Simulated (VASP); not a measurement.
Here is a VASP 6.6.1 calculation.

Contents of INCAR:

```
SYSTEM = BP2
PREC     = Accurate       ! precision mode
ENCUT    = 1230           ! plane-wave cutoff, eV
EDIFF    = 1E-6           ! SCF threshold, eV
ISMEAR   = 0              ! smearing method
SIGMA    = 0.2            ! smearing width, eV
LREAL    = .False.        ! projectors in reciprocal space
LASPH    = .True.         ! aspherical terms in the spheres
NELM     = 120            ! most SCF steps
ALGO     = Normal         ! electronic algorithm
ISIF     = 2              ! what is computed and relaxed
LWAVE    = .False.        ! write WAVECAR
LCHARG   = .True.         ! write CHGCAR
GGA      = PE             ! functional
LELF     = .True.         ! ELF
LVHAR    = .True.       
NBANDS   = 14             ! bands
GGA_COMPAT= .False.
```

File KPOINTS:

```
regular mesh
0
Gamma
  9 9 2
  0 0 0
```

The input POSCAR:

```
BP2
1.0
    3.0389495697      0.0000000000      0.0000000000
   -1.5194747849      2.6318075282      0.0000000000
    0.0000000000      0.0000000000      9.7868076393
B P
1 2
Direct
    0.0000000000      0.0000000000      0.0000000000
    0.3333333333      0.6666666667      0.8823490431
    0.3333333333      0.6666666667      0.1176509569
```

Potentials or basis: VASP PAW PBE potentials, release 64 (B_h, P).

Run with:

```bash
$ cat potpaw_PBE.64/B_h/POTCAR potpaw_PBE.64/P/POTCAR > POTCAR
$ mpirun -np 1 vasp_std > vasp.out
```

(1) Predict the pressure.

(2) Predict the band gap on the k mesh.

(3) Predict the largest force.

Results:

(1) -0.2 GPa.

(2) zero (an odd number of electrons rules out a gap without spin polarisation).

(3) 0.093 eV/Å.
